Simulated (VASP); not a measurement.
# TaRu in VASP: a series of runs, part 2 of 3

VASP 6.6.1. Earlier steps stand in the parts before.

### Step 4. Electric field gradients, LDA (15.86 Å³/atom)

This run uses another cell than the first one, of 15.86 Å³/atom.

INCAR

```
  ALGO = Normal
  EDIFF = 1E-8
  ENCUT = 520
  ISIF = 2
  ISMEAR = -1
  LASPH = True
  LCHARG = False
  LEFG = True
  LREAL = False
  LWAVE = False
  NBANDS = 20
  NELM = 80
  PREC = Accurate
  SIGMA = 0.03
```

KPOINTS

```
k-points
0
Gamma
  13 13 13
```

POSCAR

```
TaRu
1.0
    3.1656100938      0.0000000000      0.0000000000
    0.0000000000      3.1656100938      0.0000000000
    0.0000000000      0.0000000000      3.1656100938
Ta Ru
1 1
Direct
    0.5000000000      0.5000000000      0.5000000000
    0.0000000000      0.0000000000      0.0000000000
```

Potentials or basis: VASP PAW LDA potentials, release 64 (Ta_pv, Ru_pv).

Launch:

```bash
$ cat potpaw_LDA.64/Ta_pv/POTCAR potpaw_LDA.64/Ru_pv/POTCAR > POTCAR
$ mpirun -np 1 vasp_std > vasp.out
```

OUTCAR:

```text
EDIFF = 1E-8
   ENCUT = 520
   ISIF = 2
   ISMEAR = -1
   LASPH = True
   LREAL = False
   NELM = 80
   PREC = Accurate

 ion  position               nearest neighbor table
   1  0.500  0.500  0.500-   2 2.74   2 2.74   2 2.74   2 2.74   2 2.74   2 2.74   2 2.74   2 2.74

   2  0.000  0.000  0.000-   1 2.74   1 2.74   1 2.74   1 2.74   1 2.74   1 2.74   1 2.74   1 2.74

  LATTYP: Found a simple cubic cell.
 ALAT       =     3.1656100938

  Lattice vectors:

 A1 = (   3.1656100938,   0.0000000000,   0.0000000000)
 A2 = (   0.0000000000,   3.1656100938,   0.0000000000)
 A3 = (   0.0000000000,   0.0000000000,   3.1656100938)

Analysis of symmetry for initial positions (statically):
=====================================================================
 Subroutine PRICEL returns:
 Original cell was already a primitive cell.

 Routine SETGRP: Setting up the symmetry group for a
 simple cubic supercell.

 Subroutine GETGRP returns: Found 48 space group operations
 (whereof 48 operations were pure point group operations)
 out of a pool of 48 trial point group operations.

The static configuration has the point symmetry O_h .

Analysis of symmetry for dynamics (positions and initial velocities):
=====================================================================
 Subroutine PRICEL returns:
 Original cell was already a primitive cell.

 Routine SETGRP: Setting up the symmetry group for a
 simple cubic supercell.

 Subroutine GETGRP returns: Found 48 space group operations
 (whereof 48 operations were pure point group operations)
 out of a pool of 48 trial point group operations.

The dynamic configuration has the point symmetry O_h .

 Subroutine INISYM returns: Found 48 space group operations
 (whereof 48 operations are pure point group operations),
 and found     1 'primitive' translations

----------------------------------------------------------------------------------------

                                     Primitive cell

  volume of cell :      31.7229

  direct lattice vectors                    reciprocal lattice vectors
     3.165610094  0.000000000  0.000000000     0.315894873  0.000000000  0.000000000
     0.000000000  3.165610094  0.000000000     0.000000000  0.315894873  0.000000000
     0.000000000  0.000000000  3.165610094     0.000000000  0.000000000  0.315894873

  length of vectors
     3.165610094  3.165610094  3.165610094     0.315894873  0.315894873  0.315894873

  position of ions in fractional coordinates (direct lattice)
     0.500000000  0.500000000  0.500000000
     0.000000000  0.000000000  0.000000000

  ion indices of the primitive-cell ions
   primitive index   ion index
                 1           1
                 2           2

----------------------------------------------------------------------------------------

 KPOINTS: k-points

Automatic generation of k-mesh.
 Grid dimensions read from file:
 generate k-points for:   13   13   13

[... 68 lines left out ...]
   NFREE  =      0    steps in history (QN), initial steepest desc. (CG)
   ISIF   =      2    stress and relaxation
   ISYM   =      2    0-nonsym 1-usesym 2-fastsym
   POTIM  = 0.5000    time-step for ionic-motion
   TEBEG  =    0.0;   TEEND  =   0.0 temperature during run
   PSTRESS=    0.0 pullay stress
   NELECT =      25.0000    total number of electrons
   NUPDOWN=      -1.0000    fix difference up-down
   EMIN   =  10.00;   EMAX   =-10.00  energy-range for DOS
   EFERMI =   0.00;   METHOD = LEGACY
   ISMEAR =    -1;   SIGMA  =   0.03  broadening in eV -4-tet -1-fermi 0-gaus
   EFERMI_NEDOS =   21; number of points for ismear=-14 and -15
   IALGO  =     38    algorithm
   IMIX   =      4    mixing-type and parameters
     AMIX     =   0.40;   BMIX     =  1.00
     AMIX_MAG =   1.60;   BMIX_MAG =  1.00
  volume/ion in A,a.u.               =      15.86       107.04
  Fermi-wavevector in a.u.,A,eV,Ry     =   1.512159  2.857566 31.111413  2.286624
  Thomas-Fermi vector in A             =   2.622120
   LORBIT       =      0    0 simple, 1 ext, 2 COOP (PROOUT), +10 PAW based schemes
   GGA     = CA    functional components
   LHFCALC =     F    Hartree Fock is set to
   AEXX    =    0.0000 exact exchange contribution
   IVDW    =     0    specifies the selected vdW correction
   LEPSILON=     F    determine dielectric tensor
   LRPA    =     F    only Hartree local field effects (RPA)
 non-spin polarized calculation
  energy-cutoff  :      520.00
  volume of cell :       31.72
 maximum number of plane-waves:       874
 NGX is ok and might be reduce to    24
   NGX = 11   NGY = 11   NGZ = 11

 number of electron      24.9999988 magnetization

 Free energy of the ion-electron system (eV)
  ---------------------------------------------------
  ext. energy  EPLUGINS =         0.00000000
  ---------------------------------------------------
  free energy    TOTEN  =       -23.95902204 eV

  energy without entropy =      -23.94937787  energy(sigma->0) =      -23.95419995

 E-fermi :   9.4290     XC(G=0): -13.4632

 val. band max:        9.4269955248   @ k =   0.4615   0.1538   0.0769
 cond. band min:       9.4470523148   @ k =   0.3846   0.3077   0.0769
 fundamental gap:      0.0200567900
 Fermi energy:         9.4290028007

 k-point     1 :       0.0000    0.0000    0.0000
  band No.  band energies     occupation
      1     -33.5671      2.00000
      2     -33.5671      2.00000
      3     -33.5671      2.00000
      4     -25.3968      2.00000
      5     -25.3968      2.00000
      6     -25.3968      2.00000
[... 541 lines left out ...]
     19      19.3649      0.00000
     20      19.4274      0.00000

 [... further k-points ...]

------------------------ aborting loop because EDIFF is reached ----------------------------------------

  FORCE on cell =-STRESS in cart. coord.  units (eV):
  Direction    XX          YY          ZZ          XY          YZ          ZX
  --------------------------------------------------------------------------------------
  -------------------------------------------------------------------------------------
  Total       -2.1701843     -2.1701843     -2.1701843      0.0000000      0.0000000      0.0000000
  in kB     -109.6061510   -109.6061510   -109.6061510      0.0000000      0.0000000      0.0000000
  external PRESSURE =    -109.6061510 kB  Pullay stress =       0.0000000 kB

 VOLUME and BASIS-vectors are now :
 -----------------------------------------------------------------------------
  energy-cutoff  :      520.00
  volume of cell :       31.72
      direct lattice vectors                 reciprocal lattice vectors
     3.165610094  0.000000000  0.000000000     0.315894873  0.000000000  0.000000000
     0.000000000  3.165610094  0.000000000     0.000000000  0.315894873  0.000000000
     0.000000000  0.000000000  3.165610094     0.000000000  0.000000000  0.315894873

 POSITION                                       TOTAL-FORCE (eV/Angst)
 -----------------------------------------------------------------------------------
      1.58281      1.58281      1.58281         0.000000      0.000000      0.000000
      0.00000      0.00000      0.00000         0.000000      0.000000      0.000000
 -----------------------------------------------------------------------------------
    total drift:                                0.000000      0.000000     -0.000000

  FREE ENERGIE OF THE ION-ELECTRON SYSTEM (eV)
  ---------------------------------------------------
  free  energy   TOTEN  =       -23.9590220395 eV

  energy  without entropy=      -23.9493778692  energy(sigma->0) =      -23.95419995

 Electric field gradients (V/A^2)
---------------------------------------------------------------------
 ion       V_xx      V_yy      V_zz      V_xy      V_xz      V_yz
---------------------------------------------------------------------
   1       0.000     0.000    -0.000    -0.000     0.000    -0.000
   2       0.000    -0.000     0.000     0.000    -0.000     0.000
---------------------------------------------------------------------

 Electric field gradients after diagonalization (V/A^2)
 (convention: |V_zz| > |V_xx| > |V_yy|)
----------------------------------------------------------------------
 ion       V_xx      V_yy      V_zz     asymmetry (V_yy - V_xx)/ V_zz
----------------------------------------------------------------------
   1       0.000     0.000    -0.000       0.570
   2       0.000    -0.000     0.000      -0.344
----------------------------------------------------------------------

           NMR quadrupolar parameters

 Cq : quadrupolar parameter    Cq=e*Q*V_zz/h
 eta: asymmetry parameters     (V_yy - V_xx)/ V_zz
 Q  : nuclear electric quadrupole moment in mb (millibarn)
----------------------------------------------------------------------
 ion       Cq(MHz)       eta       Q (mb)
----------------------------------------------------------------------
   1      -0.000       0.570       1.000
   2       0.000      -0.344       1.000
----------------------------------------------------------------------
```

OSZICAR:

```text
N       E                     dE             d eps       ncg     rms          rms(c)
DAV:   1     0.225771896337E+03    0.22577E+03   -0.14040E+04  3360   0.129E+03
DAV:   2    -0.194327532116E+02   -0.24520E+03   -0.23981E+03  3660   0.394E+02
DAV:   3    -0.251614882665E+02   -0.57287E+01   -0.56610E+01  3976   0.616E+01
DAV:   4    -0.252039987592E+02   -0.42510E-01   -0.42387E-01  4016   0.537E+00
DAV:   5    -0.252046393473E+02   -0.64059E-03   -0.63989E-03  4048   0.576E-01    0.179E+01
DAV:   6    -0.242087657376E+02    0.99587E+00   -0.16594E+00  3824   0.110E+01    0.714E+00
DAV:   7    -0.241618308827E+02    0.46935E-01   -0.17810E+00  3708   0.677E+00    0.417E+00
DAV:   8    -0.239648370878E+02    0.19699E+00   -0.10195E+00  3692   0.552E+00    0.602E-01
DAV:   9    -0.239593504939E+02    0.54866E-02   -0.12828E-02  3916   0.963E-01    0.206E-01
DAV:  10    -0.239590213137E+02    0.32918E-03   -0.44076E-04  4336   0.164E-01    0.537E-02
DAV:  11    -0.239590231158E+02   -0.18022E-05   -0.19317E-05  3844   0.292E-02    0.207E-02
DAV:  12    -0.239590220234E+02    0.10924E-05   -0.64136E-06  3936   0.164E-02    0.160E-03
DAV:  13    -0.239590220407E+02   -0.17321E-07   -0.10911E-07  3908   0.228E-03    0.487E-04
DAV:  14    -0.239590220395E+02    0.11746E-08   -0.26548E-09  2520   0.423E-04
   1 F= -.23959022E+02 E0= -.23954200E+02  d E =-.964417E-02
```

It took 71 s on 1 thread of AMD EPYC 7R13, shared host; peak memory 0.14 GiB.

Results:

- Free energy: -23.9590 eV
- Pressure: -11.0 GPa
- Band gap on the k mesh: zero (an odd number of electrons rules out a gap without spin polarisation)
- Largest electric field gradient by atom: zero within the noise of the run

Caveat: the cell stands under tension; spin-orbit coupling is left out, which moves the levels of the heavy elements.

### Step 5. Electric field gradients, LDA (15.86 Å³/atom)

This run uses another cell than the first one, of 15.86 Å³/atom.

INCAR

```
PREC = Accurate ; ENCUT = 520
EDIFF = 1E-8 ; ISMEAR = -1
SIGMA = 0.03 ; LREAL = F
LASPH = T ; NELM = 80
ALGO = Normal ; ISIF = 2
LWAVE = F ; LCHARG = F
GGA = CA ; LEFG = T
NBANDS = 20
```

KPOINTS

```
Automatic mesh
0
Gamma
  13 13 13
```

POSCAR is that of step 4.

Potentials or basis: VASP PAW LDA potentials, release 64 (Ta_pv, Ru_pv).

Launch:

```bash
$ cat potpaw_LDA.64/Ta_pv/POTCAR potpaw_LDA.64/Ru_pv/POTCAR > POTCAR
$ mpirun -np 1 vasp_std > vasp.out
```

OUTCAR:

```text
PREC = Accurate
   ENCUT = 520
   EDIFF = 1E-8
   ISMEAR = -1
   LREAL = F
   LASPH = T
   NELM = 80
   ISIF = 2
   GGA = CA

 ion  position               nearest neighbor table
   1  0.500  0.500  0.500-   2 2.74   2 2.74   2 2.74   2 2.74   2 2.74   2 2.74   2 2.74   2 2.74

   2  0.000  0.000  0.000-   1 2.74   1 2.74   1 2.74   1 2.74   1 2.74   1 2.74   1 2.74   1 2.74

  LATTYP: Found a simple cubic cell.
 ALAT       =     3.1656100938

  Lattice vectors:

 A1 = (   3.1656100938,   0.0000000000,   0.0000000000)
 A2 = (   0.0000000000,   3.1656100938,   0.0000000000)
 A3 = (   0.0000000000,   0.0000000000,   3.1656100938)

Analysis of symmetry for initial positions (statically):
=====================================================================
 Subroutine PRICEL returns:
 Original cell was already a primitive cell.

 Routine SETGRP: Setting up the symmetry group for a
 simple cubic supercell.

 Subroutine GETGRP returns: Found 48 space group operations
 (whereof 48 operations were pure point group operations)
 out of a pool of 48 trial point group operations.

The static configuration has the point symmetry O_h .

Analysis of symmetry for dynamics (positions and initial velocities):
=====================================================================
 Subroutine PRICEL returns:
 Original cell was already a primitive cell.

 Routine SETGRP: Setting up the symmetry group for a
 simple cubic supercell.

 Subroutine GETGRP returns: Found 48 space group operations
 (whereof 48 operations were pure point group operations)
 out of a pool of 48 trial point group operations.

The dynamic configuration has the point symmetry O_h .

 Subroutine INISYM returns: Found 48 space group operations
 (whereof 48 operations are pure point group operations),
 and found     1 'primitive' translations

----------------------------------------------------------------------------------------

                                     Primitive cell

  volume of cell :      31.7229

  direct lattice vectors                    reciprocal lattice vectors
     3.165610094  0.000000000  0.000000000     0.315894873  0.000000000  0.000000000
     0.000000000  3.165610094  0.000000000     0.000000000  0.315894873  0.000000000
     0.000000000  0.000000000  3.165610094     0.000000000  0.000000000  0.315894873

  length of vectors
     3.165610094  3.165610094  3.165610094     0.315894873  0.315894873  0.315894873

  position of ions in fractional coordinates (direct lattice)
     0.500000000  0.500000000  0.500000000
     0.000000000  0.000000000  0.000000000

  ion indices of the primitive-cell ions
   primitive index   ion index
                 1           1
                 2           2

----------------------------------------------------------------------------------------

 KPOINTS: Automatic mesh

Automatic generation of k-mesh.
 Grid dimensions read from file:
 generate k-points for:   13   13   13

 Generating k-lattice:

[... 67 lines left out ...]
   ISIF   =      2    stress and relaxation
   ISYM   =      2    0-nonsym 1-usesym 2-fastsym
   POTIM  = 0.5000    time-step for ionic-motion
   TEBEG  =    0.0;   TEEND  =   0.0 temperature during run
   PSTRESS=    0.0 pullay stress
   NELECT =      25.0000    total number of electrons
   NUPDOWN=      -1.0000    fix difference up-down
   EMIN   =  10.00;   EMAX   =-10.00  energy-range for DOS
   EFERMI =   0.00;   METHOD = LEGACY
   ISMEAR =    -1;   SIGMA  =   0.03  broadening in eV -4-tet -1-fermi 0-gaus
   EFERMI_NEDOS =   21; number of points for ismear=-14 and -15
   IALGO  =     38    algorithm
   IMIX   =      4    mixing-type and parameters
     AMIX     =   0.40;   BMIX     =  1.00
     AMIX_MAG =   1.60;   BMIX_MAG =  1.00
  volume/ion in A,a.u.               =      15.86       107.04
  Fermi-wavevector in a.u.,A,eV,Ry     =   1.512159  2.857566 31.111413  2.286624
  Thomas-Fermi vector in A             =   2.622120
   LORBIT       =      0    0 simple, 1 ext, 2 COOP (PROOUT), +10 PAW based schemes
   GGA     = CA    functional components
   LHFCALC =     F    Hartree Fock is set to
   AEXX    =    0.0000 exact exchange contribution
   IVDW    =     0    specifies the selected vdW correction
   LEPSILON=     F    determine dielectric tensor
   LRPA    =     F    only Hartree local field effects (RPA)
 non-spin polarized calculation
  energy-cutoff  :      520.00
  volume of cell :       31.72
 maximum number of plane-waves:       874
 NGX is ok and might be reduce to    24
   NGX = 11   NGY = 11   NGZ = 11

 number of electron      24.9999988 magnetization

 Free energy of the ion-electron system (eV)
  ---------------------------------------------------
  ext. energy  EPLUGINS =         0.00000000
  ---------------------------------------------------
  free energy    TOTEN  =       -23.95902204 eV

  energy without entropy =      -23.94937787  energy(sigma->0) =      -23.95419995

 E-fermi :   9.4290     XC(G=0): -13.4632

 val. band max:        9.4269955248   @ k =   0.4615   0.1538   0.0769
 cond. band min:       9.4470523148   @ k =   0.3846   0.3077   0.0769
 fundamental gap:      0.0200567900
 Fermi energy:         9.4290028007

 k-point     1 :       0.0000    0.0000    0.0000
  band No.  band energies     occupation
      1     -33.5671      2.00000
      2     -33.5671      2.00000
      3     -33.5671      2.00000
      4     -25.3968      2.00000
      5     -25.3968      2.00000
      6     -25.3968      2.00000
[... 541 lines left out ...]
     19      19.3649      0.00000
     20      19.4274      0.00000

 [... further k-points ...]

------------------------ aborting loop because EDIFF is reached ----------------------------------------

  FORCE on cell =-STRESS in cart. coord.  units (eV):
  Direction    XX          YY          ZZ          XY          YZ          ZX
  --------------------------------------------------------------------------------------
  -------------------------------------------------------------------------------------
  Total       -2.1701843     -2.1701843     -2.1701843      0.0000000      0.0000000      0.0000000
  in kB     -109.6061510   -109.6061510   -109.6061510      0.0000000      0.0000000      0.0000000
  external PRESSURE =    -109.6061510 kB  Pullay stress =       0.0000000 kB

 VOLUME and BASIS-vectors are now :
 -----------------------------------------------------------------------------
  energy-cutoff  :      520.00
  volume of cell :       31.72
      direct lattice vectors                 reciprocal lattice vectors
     3.165610094  0.000000000  0.000000000     0.315894873  0.000000000  0.000000000
     0.000000000  3.165610094  0.000000000     0.000000000  0.315894873  0.000000000
     0.000000000  0.000000000  3.165610094     0.000000000  0.000000000  0.315894873

 POSITION                                       TOTAL-FORCE (eV/Angst)
 -----------------------------------------------------------------------------------
      1.58281      1.58281      1.58281         0.000000      0.000000      0.000000
      0.00000      0.00000      0.00000         0.000000      0.000000      0.000000
 -----------------------------------------------------------------------------------
    total drift:                                0.000000      0.000000     -0.000000

  FREE ENERGIE OF THE ION-ELECTRON SYSTEM (eV)
  ---------------------------------------------------
  free  energy   TOTEN  =       -23.9590220395 eV

  energy  without entropy=      -23.9493778692  energy(sigma->0) =      -23.95419995

 Electric field gradients (V/A^2)
---------------------------------------------------------------------
 ion       V_xx      V_yy      V_zz      V_xy      V_xz      V_yz
---------------------------------------------------------------------
   1       0.000     0.000    -0.000    -0.000     0.000    -0.000
   2       0.000    -0.000     0.000     0.000    -0.000     0.000
---------------------------------------------------------------------

 Electric field gradients after diagonalization (V/A^2)
 (convention: |V_zz| > |V_xx| > |V_yy|)
----------------------------------------------------------------------
 ion       V_xx      V_yy      V_zz     asymmetry (V_yy - V_xx)/ V_zz
----------------------------------------------------------------------
   1       0.000     0.000    -0.000       0.570
   2       0.000    -0.000     0.000      -0.344
----------------------------------------------------------------------

           NMR quadrupolar parameters

 Cq : quadrupolar parameter    Cq=e*Q*V_zz/h
 eta: asymmetry parameters     (V_yy - V_xx)/ V_zz
 Q  : nuclear electric quadrupole moment in mb (millibarn)
----------------------------------------------------------------------
 ion       Cq(MHz)       eta       Q (mb)
----------------------------------------------------------------------
   1      -0.000       0.570       1.000
   2       0.000      -0.344       1.000
----------------------------------------------------------------------
```

stdout:

```text
POSCAR found type information on POSCAR TaRu
 POSCAR found :  2 types and       2 ions
 scaLAPACK will be used
 LDA part: xc-table for (Slater(with rela. corr.)+CA(PZ))
 , standard interpolation
 POSCAR, INCAR and KPOINTS ok, starting setup
 FFT: planning ... GRIDC
 FFT: planning ... GRID_SOFT
 FFT: planning ... GRID
 WAVECAR not read
 entering main loop
ion   1

ion   2
```

Wall time 82 s (1 thread of AMD EPYC 7R13, shared host); peak memory 0.14 GiB.

Results:

- Free energy: -23.9590 eV
- Pressure: -11.0 GPa
- Band gap on the k mesh: zero (an odd number of electrons rules out a gap without spin polarisation)
- Largest electric field gradient by atom: zero within the noise of the run

Caveat: the cell stands under tension; spin-orbit coupling is left out, which moves the levels of the heavy elements.

(Part 2 of 3 ends here.)
